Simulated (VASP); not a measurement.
Set up this calculation in VASP 6.6.1, as the native input.

```yaml
Task: single point
Functional: PBEsol
Potentials_or_basis: VASP PAW PBE potentials, release 64 (Cs_sv, Rb_sv, Mo_sv, F)
Cutoff: 520 eV
k_mesh: 4 × 4 × 4
Occupations: gaussian, width 0.1 eV
Spin: collinear spin
Starting_moments: "[0.0, 0.0, 0.0, 1.0, 0.0, 0.0, 0.0, 0.0, 0.0, 0.0] μB"
Dipole_correction: no
Further_INCAR_settings: ALGO = Normal; EDIFF = 1e-06; NBANDS = 56
```

The structure of CsRb2MoF6 lies in POSCAR:

```
CsRb2MoF6
1.0
    0.0000000000      4.8668929232      4.8668929232
    4.8668929232      0.0000000000      4.8668929232
    4.8668929232      4.8668929232      0.0000000000
Cs Rb Mo F
1 2 1 6
Direct
    0.5000000000      0.5000000000      0.5000000000
    0.2500000000      0.2500000000      0.2500000000
    0.7500000000      0.7500000000      0.7500000000
    0.0000000000      0.0000000000      0.0000000000
    0.2133480000      0.2133480000      0.7866520000
    0.2133480000      0.7866520000      0.7866520000
    0.7866520000      0.7866520000      0.2133480000
    0.2133480000      0.7866520000      0.2133480000
    0.7866520000      0.2133480000      0.7866520000
    0.7866520000      0.2133480000      0.2133480000
```

One way to write it, as run:

INCAR

```
SYSTEM = CsRb2MoF6
PREC = Accurate
ENCUT = 520
EDIFF = 1E-6
ISMEAR = 0
SIGMA = 0.1
LREAL = .False.
LASPH = .True.
NELM = 150
ALGO = Normal
ISIF = 2
LWAVE = .False.
LCHARG = .False.
ISPIN = 2
MAGMOM = 0 0 0 1 0 0 0 0 0 0
LORBIT = 11
LMAXMIX = 4
GGA = PS
NBANDS = 56
```

KPOINTS

```
regular mesh
0
Gamma
  4 4 4
  0 0 0
```

Potentials or basis: VASP PAW PBE potentials, release 64 (Cs_sv, Rb_sv, Mo_sv, F).

Launch:

```bash
$ cat potpaw_PBE.64/Cs_sv/POTCAR potpaw_PBE.64/Rb_sv/POTCAR potpaw_PBE.64/Mo_sv/POTCAR potpaw_PBE.64/F/POTCAR > POTCAR
$ mpirun -np 1 vasp_std > vasp.out
```

Results of the run:

* Pressure: -2.4 GPa
* Largest force: 0.337 eV/Å
* Band gap on the k mesh: 1.07 eV (least direct gap 1.17 eV)
* Net moment: 3.00 μB per cell
* Site moments: Cs -0.00; Rb +0.00; Mo +2.53; F +0.03 μB
* Valence electrons inside the program's atomic spheres: Cs 6.61; Rb 7.29; Mo 12.07; F 6.06

Caveat: the PAW data sets were made with another functional, which shifts forces and pressure a little; spin-orbit coupling is left out, which moves the levels of the heavy elements.

It took 5.3 min on 1 thread of Intel(R) Xeon(R) Platinum 8259CL CPU @ 2.50GHz (Skylake/Cascade Lake), with other jobs on the host, peak memory 0.6 GiB.
